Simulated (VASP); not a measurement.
Input of a VASP 6.6.1 run:

INCAR

```
PREC = Accurate
ENCUT = 520
EDIFF = 1E-6
ISMEAR = 0
SIGMA = 0.05
LREAL = False
LASPH = True
NELM = 80
ALGO = Normal
ISIF = 2
LWAVE = False
LCHARG = True
GGA = PS
LELF = True
LVHAR = True
NBANDS = 26
```

File KPOINTS:

```
Automatic mesh
0
Gamma
  6 6 6
```

POSCAR

```
MgO
1.0
    4.2149416169      0.0000000000      0.0000000000
    0.0000000000     -4.2149416169      0.0000000000
    0.0000000000      0.0000000000     -4.2149416169
Mg O
4 4
Direct
    0.0000000000      0.0000000000      0.0000000000
    0.5000000000      0.5000000000      0.0000000000
    0.5000000000      0.0000000000      0.5000000000
    0.0000000000      0.5000000000      0.5000000000
    0.5000000000      0.0000000000      0.0000000000
    0.0000000000      0.5000000000      0.0000000000
    0.0000000000      0.0000000000      0.5000000000
    0.5000000000      0.5000000000      0.5000000000
```

Potentials or basis: VASP PAW PBE potentials, release 64 (Mg, O).

Launch:

```sh
$ cat potpaw_PBE.64/Mg/POTCAR potpaw_PBE.64/O/POTCAR > POTCAR
$ mpirun -np 1 vasp_std > vasp.out
```

Q: Estimate the band gap on the k mesh.

A: 4.61 eV.

Q: Estimate the pressure.

A: -0.7 GPa.

Caveat: the PAW data sets were made with another functional, which shifts forces and pressure a little.

**The experiment to reproduce.**

“Electronic structure of alkaline earth and post-transition metal oxides”, 2009, arxiv:0908.1581 quotes, for a bulk crystal of MgO: band gap 7.83 eV.

Measured gap of MgO: 7.83 eV (quoted in “Electronic structure of alkaline earth and post-transition metal oxides”, 2009, arxiv:0908.1581). This calculation gives 4.61 eV (-3.22 eV). The value is that of PBEsol, without temperature or zero-point motion. Semilocal functionals fall short of measured gaps as a rule.
